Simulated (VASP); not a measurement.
Write the native input for VASP 6.6.1 that does the following.

| Item | Value |
| --- | --- |
| Task | single point |
| Functional | r2SCAN |
| Potentials or basis | VASP PAW PBE potentials, release 64 (Ga_d, N) |
| Cutoff | 520 eV |
| k mesh | 8 × 8 × 8 |
| Occupations | fermi-dirac, width 0.02 eV |
| Spin | no spin polarisation |
| Dipole correction | no |
| Further INCAR settings | ALGO = Normal; EDIFF = 1e-06; NBANDS = 16 |

GaN:

```
Ga N
1.0
     0.00000    2.24895    2.24895
     2.24895    0.00000    2.24895
     2.24895    2.24895    0.00000
Ga N
1 1
Direct
  0.00000 0.00000 0.00000
  0.25000 0.25000 0.25000
```

The input as run:

POSCAR

```
GaN
1.0
    0.0000000000      2.2489525403      2.2489525403
    2.2489525403      0.0000000000      2.2489525403
    2.2489525403      2.2489525403      0.0000000000
Ga N
1 1
Direct
    0.0000000000      0.0000000000      0.0000000000
    0.2500000000      0.2500000000      0.2500000000
```

INCAR.step1

```
SYSTEM = GaN
PREC = Accurate
ENCUT = 520
ISMEAR = -1
SIGMA = 0.02
LREAL = .FALSE.
LASPH = .TRUE.
NELM = 80
NBANDS = 16
GGA = PE
ALGO = Normal
EDIFF = 1E-4
LWAVE = .TRUE.
LCHARG = .FALSE.
```

INCAR.step2

```
SYSTEM = GaN
PREC = Accurate
ENCUT = 520
EDIFF = 1E-6
ISMEAR = -1
SIGMA = 0.02
LREAL = .FALSE.
LASPH = .TRUE.
NELM = 80
ALGO = Normal
ISIF = 2
LWAVE = .FALSE.
LCHARG = .FALSE.
METAGGA = R2SCAN
LMIXTAU = .TRUE.
NBANDS = 16
ISTART = 1
```

KPOINTS

```
Automatic mesh
0
G
  8 8 8
  0 0 0
```

Potentials or basis: VASP PAW PBE potentials, release 64 (Ga_d, N).

The run is started by

```bash
$ cat potpaw_PBE.64/Ga_d/POTCAR potpaw_PBE.64/N/POTCAR > POTCAR
$ cp INCAR.step1 INCAR
$ mpirun -np 1 vasp_std > vasp.out
$ cp INCAR.step2 INCAR
$ mpirun -np 1 vasp_std > vasp.out
```

It gave:

The pressure is 1.1 GPa and the band gap on the k mesh is 2.16 eV.

Caveat: the structure was generated, so it needn't be the stable form of GaN; the PAW data sets were made with another functional, which shifts forces and pressure a little.

Run time: 25 s on 1 thread of AMD EPYC 9R45 96-Core Processor (Zen 5), with other jobs on the host, peak memory 0.12 GiB.
